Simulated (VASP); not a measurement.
Runs of VASP 6.6.1 on Hf4Br. The structure is that of space group F-43m (No. 216), or close to it. The cells are those of the table. 

```tsv
task	cell	k mesh	cutoff (eV)	gap on the mesh (eV)	pressure (GPa)	relaxed volume (Å³/atom)	largest force (eV/Å)
relaxation of cell and atoms	relaxed from a = 5.936 Å, angles 60.0°, 5 atoms	8 × 8 × 8	600	none	0.0	29.43	-
relaxation of cell and atoms	relaxed from a = 5.759 Å, angles 60.0°, 5 atoms	4 × 4 × 4	600	none	0.1	(b)	0.03
single point	a = 5.759 Å, angles 60.0°, 5 atoms	4 × 4 × 4	520	none	8.0	-	3.82
single point	a = 5.936 Å, angles 60.0°, 5 atoms	8 × 8 × 8	520	none	(a)	-	0.01
single point	a = 5.936 Å, angles 60.0°, 5 atoms	4 × 4 × 4	520	none	-0.1	-	-
```

Alike in all rows: level PBE; potentials or basis VASP PAW PBE potentials, release 64 (Hf_pv, Br); no spin polarisation; smearing gaussian 0.1 eV.

Question: Estimate the missing entries.

Answer: (a) -0.2; (b) 29.47.

Caveats: spin-orbit coupling is left out, which moves the levels of the heavy elements; an odd number of electrons without spin polarisation forces a metal; a magnetic or distorted state may lie lower.

A k mesh can miss the band edges, and the runs leave out spin-orbit coupling on Br, Hf.

A gap of «none» marks levels without a gap at the run's occupations.
